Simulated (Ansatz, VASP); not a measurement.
One calculation of RbBr, two programs

INCAR

```
SYSTEM = RbBr
PREC     = Accurate       ! precision mode
ENCUT    = 520            ! plane-wave cutoff, eV
EDIFF    = 1E-6           ! SCF threshold, eV
ISMEAR   = 0              ! smearing method
SIGMA    = 0.05           ! smearing width, eV
LREAL    = .FALSE.        ! projectors in reciprocal space
LASPH    = .TRUE.         ! aspherical terms in the spheres
NELM     = 100            ! most SCF steps
ALGO     = Normal         ! electronic algorithm
ISIF     = 2              ! what is computed and relaxed
LWAVE    = .FALSE.        ! write WAVECAR
LCHARG   = .FALSE.        ! write CHGCAR
GGA      = PS             ! functional
NBANDS   = 15             ! bands
```

KPOINTS

```
Automatic mesh
0
G
  6 6 6
  0 0 0
```

POSCAR

```
RbBr
1.0
    4.1260773000      0.0000000000      0.0000000000
    0.0000000000      4.1260773000      0.0000000000
    0.0000000000      0.0000000000      4.1260773000
Rb Br
1 1
Direct
    0.0000000000      0.0000000000      0.0000000000
    0.5000000000      0.5000000000      0.4272917160
```

Input for Ansatz:

```yaml
crystal:
  lattice:
    - [4.1260773, 0.0, 0.0]
    - [0.0, 4.1260773, 0.0]
    - [0.0, 0.0, 4.1260773]
  atoms:
    - { symbol: Rb, position: [0.0, 0.0, 0.0] }
    - { symbol: Br, position: [0.5, 0.5, 0.427291716] }
basis:
  ecutwfc: 420
kpoints:
  mp_grid: { grid: [6, 6, 6] }
hamiltonian:
  xc: pbesol
scf:
  occupations: { method: gaussian, width: 0.05 }
output:
  forces: true
  stress: true
  eigenvalues: true
```

Change from the starting cell: all Br atoms moved -0.300 Å, as atom 2 along Cartesian [0 0 1].

Alike in both runs: task single point; functional PBEsol; k mesh 6 × 6 × 6; occupations gaussian, width 0.05 eV; no spin polarisation.

|  | VASP | Ansatz |
| --- | --- | --- |
| version | VASP 6.6.1 | Ansatz 0.2.0 |
| potentials or method | VASP PAW PBE potentials, release 64 (Rb_sv, Br), cutoff 520 eV | scalar-relativistic, plane waves, PAW |
| valence electrons in the cell | 16 | 16 |

|  | VASP | Ansatz | Ansatz less VASP |
| --- | --- | --- | --- |
| gap on the k mesh at the Fermi level (eV) | 3.93 | 3.93 | +0.001 |
| least direct gap on the mesh (eV) | 4.08 | 4.08 | 0.000 |
| pressure (GPa) | -0.1 | -0.2 | -0.05 |
| traceless stress, the component that is largest in VASP (GPa) | -0.10 | -0.09 | +0.004 |
| rms of the force components (eV/Å) | 0.119 | 0.117 | -0.0023 |

VASP's potentials were made for PBE, not for PBEsol. Atom by atom the forces differ by 0.002 eV/Å (rms over components).
